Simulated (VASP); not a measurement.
A run of VASP 6.6.1 is set up as follows.

File INCAR:

```
ALGO = Normal
EDIFF = 1E-8
ENCUT = 520
GGA = PS
ISIF = 2
ISMEAR = -1
LASPH = True
LCHARG = False
LEFG = True
LREAL = False
LWAVE = False
NBANDS = 15
NELM = 80
PREC = Accurate
SIGMA = 0.01
```

Contents of KPOINTS:

```
k-points
0
Gamma
  7 7 7
```

The input POSCAR:

```
KCl
1.0
    3.6340000000     -0.0363400000     -0.0363400000
   -0.0363400000      3.6340000000     -0.0363400000
   -0.0363400000     -0.0363400000      3.6340000000
K Cl
1 1
Direct
    0.0000000000      0.0000000000      0.0000000000
    0.5000000000      0.5000000000      0.5000000000
```

Potentials or basis: VASP PAW PBE potentials, release 64 (K_sv, Cl).

Launch:

```sh
$ cat potpaw_PBE.64/K_sv/POTCAR potpaw_PBE.64/Cl/POTCAR > POTCAR
$ mpirun -np 1 vasp_std > vasp.out
```

(1) Predict the band gap on the k mesh.

(2) Estimate the pressure.

Results:

(1) 5.40 eV, indirect (least direct gap 5.59 eV).

(2) 2.4 GPa.

Caveat: the cell differs from its parent crystal (equal xy, yz and zx shear strains of -2 %); without QUAD_EFG the Cq values of the log hold for a quadrupole moment of 1 mb, not for the nuclei; the PAW data sets were made with another functional, which shifts forces and pressure a little.
